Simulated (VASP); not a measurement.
# CdTe: vibrations by perturbation theory with PBEsol

Crystal: CdTe.

```
Cd Te
1.0
     3.07322    3.07322    0.00000
    -3.07322    3.07322    0.00000
     0.00000    3.07322    3.07322
Cd Te
1 1
Direct
  0.00000 0.00000 0.00000
  0.75000 0.25000 0.50000
```

| Quantity | Value |
| --- | --- |
| Program | VASP 6.6.1 |
| Task | vibrations by perturbation theory |
| Functional | PBEsol |
| Potentials or basis | VASP PAW PBE potentials, release 64 (Cd, Te) |
| Cutoff | 520 eV |
| k mesh | 6 × 6 × 6 |
| Occupations | gaussian, width 0.01 eV |
| Spin | no spin polarisation |
| Dipole correction | no |
| Further INCAR settings | ALGO = Normal; EDIFF = 1e-08; IBRION = 8; NSW = 1 |

The highest phonon frequency at Γ, LO-TO splitting left out is 188 cm⁻¹.

Phonon frequencies in cm⁻¹ (negative: imaginary):
| q point | frequencies |
| --- | --- |
| (0.000, 0.000, 0.000) | 0 0 0 188 188 188 |

Wall time 60 s on 1 thread of Intel(R) Xeon(R) 6975P-C (Granite Rapids) (shared host), peak memory 0.26 GiB.

Caveat: the cell wasn't relaxed at this level first, which shifts response properties.
